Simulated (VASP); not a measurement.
# CoSi (P2_13) in VASP: a series of runs

The runs below take CoSi through single point, with PBEsol.

All numbers are computed with VASP 6.6.1; they aren't measurements. Logs are shortened: lines on timing, memory, paths and dates and some standing lists are left out, and cuts for length are marked.

## 1. The cell of the first run

The structure is cubic, space group P2_13 (No. 198). The conventional cell has a = 4.296 Å, b = 4.296 Å, c = 4.296 Å, α = 90.00°, β = 90.00°, γ = 90.00°. Within 3.0 Å of Co (site symmetry 3) lie 7 Si at 2.26 to 2.34 Å and 6 Co at 2.64 Å. Si (site symmetry 3) has 7 Co at 2.26 to 2.34 Å and 6 Si at 2.66 Å within 3.0 Å.

## 2. Single point, PBEsol (9.91 Å³/atom)

The input, INCAR:

```
SYSTEM = CoSi
ALGO = Normal
EDIFF = 1E-6
ENCUT = 520
GGA = PS
ISIF = 2
ISMEAR = 0
LASPH = .True.
LCHARG = .False.
LREAL = .False.
LWAVE = .False.
NBANDS = 36
NELM = 100
PREC = Accurate
SIGMA = 0.1
```

The input, KPOINTS:

```
k-points
0
Gamma
  8 8 8
  0 0 0
```

The input, POSCAR:

```
CoSi
1.0
    4.2962937497      0.0000000000      0.0000000000
    0.0000000000      4.2962937497      0.0000000000
    0.0000000000      0.0000000000      4.2962937497
Co Si
4 4
Direct
    0.1472830156      0.1472830156      0.1472830156
    0.3527169844      0.8527169844      0.6472830156
    0.6472830156      0.3527169844      0.8527169844
    0.8527169844      0.6472830156      0.3527169844
    0.8439703208      0.8439703208      0.8439703208
    0.6560296792      0.1560296792      0.3439703208
    0.3439703208      0.6560296792      0.1560296792
    0.1560296792      0.3439703208      0.6560296792
```

Potentials or basis: VASP PAW PBE potentials, release 64 (Co, Si).

Command:

```
$ cat potpaw_PBE.64/Co/POTCAR potpaw_PBE.64/Si/POTCAR > POTCAR
$ mpirun -np 1 vasp_std > vasp.out
```

OUTCAR:

```text
SYSTEM = CoSi
   EDIFF = 1E-6
   ENCUT = 520
   GGA = PS
   ISIF = 2
   ISMEAR = 0
   LASPH = .True.
   LREAL = .False.
   NELM = 100
   PREC = Accurate

 ion  position               nearest neighbor table
   1  0.147  0.147  0.147-   5 2.26   6 2.27   7 2.27   8 2.27   7 2.34   8 2.34   6 2.34   3 2.64
                             4 2.64   4 2.64   3 2.64   2 2.64   2 2.64
   2  0.353  0.853  0.647-   6 2.26   5 2.27   7 2.27   8 2.27   7 2.34   8 2.34   5 2.34   3 2.64
                             3 2.64   4 2.64   4 2.64   1 2.64   1 2.64
   3  0.647  0.353  0.853-   7 2.26   6 2.27   5 2.27   8 2.27   8 2.34   6 2.34   5 2.34   1 2.64
                             2 2.64   2 2.64   1 2.64   4 2.64   4 2.64
   4  0.853  0.647  0.353-   8 2.26   6 2.27   7 2.27   5 2.27   6 2.34   5 2.34   7 2.34   1 2.64
                             1 2.64   2 2.64   2 2.64   3 2.64   3 2.64
   5  0.844  0.844  0.844-   1 2.26   2 2.27   3 2.27   4 2.27   3 2.34   4 2.34   2 2.34   6 2.66
                             7 2.66   8 2.66   6 2.66   8 2.66   7 2.66
   6  0.656  0.156  0.344-   2 2.26   1 2.27   3 2.27   4 2.27   3 2.34   4 2.34   1 2.34   8 2.66
                             5 2.66   5 2.66   7 2.66   7 2.66   8 2.66
   7  0.344  0.656  0.156-   3 2.26   2 2.27   1 2.27   4 2.27   4 2.34   2 2.34   1 2.34   8 2.66
                             5 2.66   8 2.66   6 2.66   6 2.66   5 2.66
   8  0.156  0.344  0.656-   4 2.26   2 2.27   3 2.27   1 2.27   2 2.34   1 2.34   3 2.34   7 2.66
                             5 2.66   7 2.66   5 2.66   6 2.66   6 2.66

  LATTYP: Found a simple cubic cell.
 ALAT       =     4.2962937497

  Lattice vectors:

 A1 = (   4.2962937497,   0.0000000000,   0.0000000000)
 A2 = (   0.0000000000,   4.2962937497,   0.0000000000)
 A3 = (   0.0000000000,   0.0000000000,   4.2962937497)

Analysis of symmetry for initial positions (statically):
=====================================================================
 Subroutine PRICEL returns:
 Original cell was already a primitive cell.

 Routine SETGRP: Setting up the symmetry group for a
 simple cubic supercell.

 Subroutine GETGRP returns: Found 12 space group operations
 (whereof  3 operations were pure point group operations)
 out of a pool of 48 trial point group operations.

The static configuration has the point symmetry C_3 .
 The point group associated with its full space group is T   .

Analysis of symmetry for dynamics (positions and initial velocities):
=====================================================================
 Subroutine PRICEL returns:
 Original cell was already a primitive cell.

 Routine SETGRP: Setting up the symmetry group for a
 simple cubic supercell.

 Subroutine GETGRP returns: Found 12 space group operations
 (whereof  3 operations were pure point group operations)
 out of a pool of 48 trial point group operations.

The dynamic configuration has the point symmetry C_3 .
 The point group associated with its full space group is T   .

 Subroutine INISYM returns: Found 12 space group operations
 (whereof  3 operations are pure point group operations),
 and found     1 'primitive' translations

----------------------------------------------------------------------------------------

                                     Primitive cell

  volume of cell :      79.3016

  direct lattice vectors                    reciprocal lattice vectors
     4.296293750  0.000000000  0.000000000     0.232758759  0.000000000  0.000000000
     0.000000000  4.296293750  0.000000000     0.000000000  0.232758759  0.000000000
     0.000000000  0.000000000  4.296293750     0.000000000  0.000000000  0.232758759

  length of vectors
     4.296293750  4.296293750  4.296293750     0.232758759  0.232758759  0.232758759

  position of ions in fractional coordinates (direct lattice)
     0.147283016  0.147283016  0.147283016
     0.352716984  0.852716984  0.647283016
     0.647283016  0.352716984  0.852716984
     0.852716984  0.647283016  0.352716984
     0.843970321  0.843970321  0.843970321
     0.656029679  0.156029679  0.343970321
     0.343970321  0.656029679  0.156029679
     0.156029679  0.343970321  0.656029679

  ion indices of the primitive-cell ions
   primitive index   ion index
                 1           1
                 2           2
                 3           3
                 4           4
                 5           5
                 6           6
                 7           7
                 8           8

----------------------------------------------------------------------------------------

 KPOINTS: k-points

Automatic generation of k-mesh.
 Grid dimensions read from file:
 generate k-points for:    8    8    8

 Generating k-lattice:

  Cartesian coordinates                     Fractional coordinates (reciprocal lattice)
     0.029094845  0.000000000  0.000000000     0.125000000  0.000000000  0.000000000
     0.000000000  0.029094845  0.000000000     0.000000000  0.125000000  0.000000000
     0.000000000  0.000000000  0.029094845     0.000000000  0.000000000  0.125000000

  Length of vectors
     0.029094845  0.029094845  0.029094845

  Shift w.r.t. Gamma in fractional coordinates (k-lattice)
     0.000000000  0.000000000  0.000000000

 Subroutine IBZKPT returns following result:
 ===========================================

 Found     45 irreducible k-points:

 Following reciprocal coordinates:
            Coordinates               Weight
  0.000000  0.000000  0.000000      1.000000
  0.125000  0.000000  0.000000      6.000000
  0.250000  0.000000  0.000000      6.000000
  0.375000  0.000000  0.000000      6.000000
  0.500000  0.000000  0.000000      3.000000
  0.125000  0.125000  0.000000     12.000000
[... 16 lines left out ...]
  0.250000  0.125000  0.125000     24.000000
  0.375000  0.125000  0.125000     24.000000
 [... further k-points ...]
   k-points           NKPTS =     45   k-points in BZ     NKDIM =     45   number of bands    NBANDS=     36
   number of dos      NEDOS =    301   number of ions     NIONS =      8
   total plane-waves  NPLWV =  32768
   dimension x,y,z NGX =    32 NGY =   32 NGZ =   32
   dimension x,y,z NGXF=    64 NGYF=   64 NGZF=   64
   ions per type =               4   4
   NGX,Y,Z   is equivalent  to a cutoff of  12.38, 12.38, 12.38 a.u.
   NGXF,Y,Z  is equivalent  to a cutoff of  24.76, 24.76, 24.76 a.u.
 SYSTEM =  CoSi
   PREC   = accura    normal or accurate (medium, high low for compatibility)
   ISTART =      0    job   : 0-new  1-cont  2-samecut
   ICHARG =      2    charge: 1-file 2-atom 10-const
   ISPIN  =      1    spin polarized calculation?
   LNONCOLLINEAR =      F non collinear calculations
   LSORBIT =      F    spin-orbit coupling
   LASPH  =      T    aspherical Exc in radial PAW
   ENCUT  =  520.0 eV  38.22 Ry    6.18 a.u.   7.99  7.99  7.99*2*pi/ulx,y,z
   NELM   =    100;   NELMIN=  2; NELMDL= -5     # of ELM steps
   EDIFF  = 0.1E-05   stopping-criterion for ELM
   LREAL  =      F    real-space projection
   EDIFFG = 0.1E-04   stopping-criterion for IOM
   NSW    =      0    number of steps for IOM
   IBRION =     -1    ionic relax: 0-MD 1-quasi-New 2-CG
   NFREE  =      0    steps in history (QN), initial steepest desc. (CG)
   ISIF   =      2    stress and relaxation
   ISYM   =      2    0-nonsym 1-usesym 2-fastsym
   POTIM  = 0.5000    time-step for ionic-motion
   TEBEG  =    0.0;   TEEND  =   0.0 temperature during run
   PSTRESS=    0.0 pullay stress
   NELECT =      52.0000    total number of electrons
   NUPDOWN=      -1.0000    fix difference up-down
   EMIN   =  10.00;   EMAX   =-10.00  energy-range for DOS
   EFERMI =   0.00;   METHOD = LEGACY
   ISMEAR =     0;   SIGMA  =   0.10  broadening in eV -4-tet -1-fermi 0-gaus
   EFERMI_NEDOS =   21; number of points for ismear=-14 and -15
   IALGO  =     38    algorithm
   IMIX   =      4    mixing-type and parameters
     AMIX     =   0.40;   BMIX     =  1.00
     AMIX_MAG =   1.60;   BMIX_MAG =  1.00
  volume/ion in A,a.u.               =       9.91        66.89
  Fermi-wavevector in a.u.,A,eV,Ry     =   1.422270  2.687700 27.522563  2.022851
  Thomas-Fermi vector in A             =   2.542991
   LORBIT       =      0    0 simple, 1 ext, 2 COOP (PROOUT), +10 PAW based schemes
   GGA     = PS    functional components
   LHFCALC =     F    Hartree Fock is set to
   AEXX    =    0.0000 exact exchange contribution
   IVDW    =     0    specifies the selected vdW correction
   LEPSILON=     F    determine dielectric tensor
   LRPA    =     F    only Hartree local field effects (RPA)
 non-spin polarized calculation
 Gauss-broadening in eV      SIGMA  =   0.10
  energy-cutoff  :      520.00
  volume of cell :       79.30
 maximum number of plane-waves:      2176
   NGX = 15   NGY = 15   NGZ = 15

 number of electron      52.0000033 magnetization

 Free energy of the ion-electron system (eV)
  ---------------------------------------------------
  ext. energy  EPLUGINS =         0.00000000
  ---------------------------------------------------
  free energy    TOTEN  =       -59.56336121 eV

  energy without entropy =      -59.55783559  energy(sigma->0) =      -59.56059840

 E-fermi :  13.4834     XC(G=0): -13.4491

 val. band max:       13.4742723353   @ k =   0.5000   0.5000   0.3750
 cond. band min:      13.6296590828   @ k =   0.3750   0.3750   0.3750
 fundamental gap:      0.1553867475
 Fermi energy:        13.4834181271

 k-point     1 :       0.0000    0.0000    0.0000
  band No.  band energies     occupation
      1      -0.9920      2.00000
      2       4.8382      2.00000
      3       4.8382      2.00000
      4       4.8382      2.00000
      5       7.5282      2.00000
      6       7.5282      2.00000
[... 28 lines left out ...]
     35      17.4268      0.00000
     36      18.5844      0.00000

 k-point     2 :       0.1250    0.0000    0.0000
  band No.  band energies     occupation
      1      -0.8668      2.00000
      2       4.0140      2.00000
      3       4.9134      2.00000
      4       5.4299      2.00000
      5       7.0724      2.00000
      6       7.6008      2.00000
[... 850 lines left out ...]
 k-point    24 :       0.3750    0.1250    0.1250
  band No.  band energies     occupation
      1       0.3471      2.00000
      2       2.1043      2.00000
      3       4.8589      2.00000
      4       5.8829      2.00000
      5       6.5611      2.00000
      6       7.3692      2.00000
[... 28 lines left out ...]
     35      18.6708      0.00000
     36      19.6831      0.00000

 [... further k-points ...]

------------------------ aborting loop because EDIFF is reached ----------------------------------------

  FORCE on cell =-STRESS in cart. coord.  units (eV):
  Direction    XX          YY          ZZ          XY          YZ          ZX
  --------------------------------------------------------------------------------------
  -------------------------------------------------------------------------------------
  Total        8.6674524      8.6674524      8.6674524     -0.0000000     -0.0000000      0.0000000
  in kB      175.1137077    175.1137077    175.1137077     -0.0000000     -0.0000000      0.0000000
  external PRESSURE =     175.1137077 kB  Pullay stress =       0.0000000 kB

 VOLUME and BASIS-vectors are now :
 -----------------------------------------------------------------------------
  energy-cutoff  :      520.00
  volume of cell :       79.30
      direct lattice vectors                 reciprocal lattice vectors
     4.296293750  0.000000000  0.000000000     0.232758759  0.000000000  0.000000000
     0.000000000  4.296293750  0.000000000     0.000000000  0.232758759  0.000000000
     0.000000000  0.000000000  4.296293750     0.000000000  0.000000000  0.232758759

 POSITION                                       TOTAL-FORCE (eV/Angst)
 -----------------------------------------------------------------------------------
      0.63277      0.63277      0.63277         0.003526      0.003526      0.003526
      1.51538      3.66352      2.78092        -0.003526     -0.003526      0.003526
      2.78092      1.51538      3.66352         0.003526     -0.003526     -0.003526
      3.66352      2.78092      1.51538        -0.003526      0.003526     -0.003526
      3.62594      3.62594      3.62594         0.003000      0.003000      0.003000
      2.81850      0.67035      1.47780        -0.003000     -0.003000      0.003000
      1.47780      2.81850      0.67035         0.003000     -0.003000     -0.003000
      0.67035      1.47780      2.81850        -0.003000      0.003000     -0.003000
 -----------------------------------------------------------------------------------
    total drift:                                0.000000      0.000000      0.000000

  FREE ENERGIE OF THE ION-ELECTRON SYSTEM (eV)
  ---------------------------------------------------
  free  energy   TOTEN  =       -59.5633612053 eV

  energy  without entropy=      -59.5578355937  energy(sigma->0) =      -59.56059840
```

Run time: 2.8 min. Hardware: 1 thread of Intel Xeon 8259CL, shared host; peak memory 0.24 GiB.

What came out:

```
Free energy            : -59.5634 eV
Pressure               : 17.5 GPa
Largest force          : 0.006 eV/Å
Band gap on the k mesh : zero (bands 26 and 27 overlap by 0.25 eV)
```

Forces in eV/Å, atoms in the order of the input:
```
Co   0.004  0.004  0.004
Co  -0.004 -0.004  0.004
Co   0.004 -0.004 -0.004
Co  -0.004  0.004 -0.004
Si   0.003  0.003  0.003
Si  -0.003 -0.003  0.003
Si   0.003 -0.003 -0.003
Si  -0.003  0.003 -0.003
```

Caveat: the cell stands under pressure; the PAW data sets were made with another functional, which shifts forces and pressure a little.

## 3. Single point, PBEsol (10.23 Å³/atom)

This run uses another cell than the first one, of 10.23 Å³/atom.

The input, INCAR:

```
SYSTEM = CoSi
PREC = Accurate
ENCUT = 520
EDIFF = 1E-6
ISMEAR = 0
SIGMA = 0.1
LREAL = .False.
LASPH = .True.
NELM = 80
ALGO = Normal
ISIF = 2
LWAVE = .False.
LCHARG = .False.
GGA = PS
NBANDS = 36
```

The input, KPOINTS:

```
regular mesh
0
Gamma
  8 8 8
  0 0 0
```

The input, POSCAR:

```
CoSi
1.0
    4.3415212181      0.0000000000      0.0000000000
    0.0000000000      4.3415212181      0.0000000000
    0.0000000000      0.0000000000      4.3415212181
Co Si
4 4
Direct
    0.1465607550      0.1465607550      0.1465607550
    0.3534392450      0.8534392450      0.6465607550
    0.6465607550      0.3534392450      0.8534392450
    0.8534392450      0.6465607550      0.3534392450
    0.8436434748      0.8436434748      0.8436434748
    0.6563565252      0.1563565252      0.3436434748
    0.3436434748      0.6563565252      0.1563565252
    0.1563565252      0.3436434748      0.6563565252
```

Potentials or basis: VASP PAW PBE potentials, release 64 (Co, Si).

Command:

```
$ cat potpaw_PBE.64/Co/POTCAR potpaw_PBE.64/Si/POTCAR > POTCAR
$ mpirun -np 1 vasp_std > vasp.out
```

Run time: 3.2 min. Hardware: 1 thread of Intel Xeon 8259CL, shared host; peak memory 0.24 GiB.

Results (log left out):

| Quantity | Value |
| --- | --- |
| Free energy | -59.7635 eV |
| Pressure | 8.1 GPa |
| Largest force | 0.005 eV/Å |
| Band gap on the k mesh | zero (bands 26 and 27 overlap by 0.24 eV) |

Forces in eV/Å, atoms in the order of the input:
```
Co   0.003  0.003  0.003
Co  -0.003 -0.003  0.003
Co   0.003 -0.003 -0.003
Co  -0.003  0.003 -0.003
Si   0.003  0.003  0.003
Si  -0.003 -0.003  0.003
Si   0.003 -0.003 -0.003
Si  -0.003  0.003 -0.003
```

Levels at points of the mesh, in eV from the Fermi level:
```
           k point  band 24  band 25  band 26  band 27  band 28  band 29
(0.00, 0.00, 0.00)    -0.86    -0.01    -0.01    -0.01     2.79     2.79
(0.50, 0.00, 0.00)    -0.71    -0.54    -0.54     1.07     1.07     1.70
(0.50, 0.50, 0.00)    -1.10    -0.06    -0.06     0.65     0.65     2.24
(0.50, 0.50, 0.50)    -1.35    -0.25    -0.25    -0.25    -0.25     5.83
```

Caveat: the cell stands under pressure; the PAW data sets were made with another functional, which shifts forces and pressure a little. Spin polarisation is off, so any magnetic state and its effect on volume and gap are missing.

The gap in the log of VASP goes by the Fermi energy; the results here count the filled bands.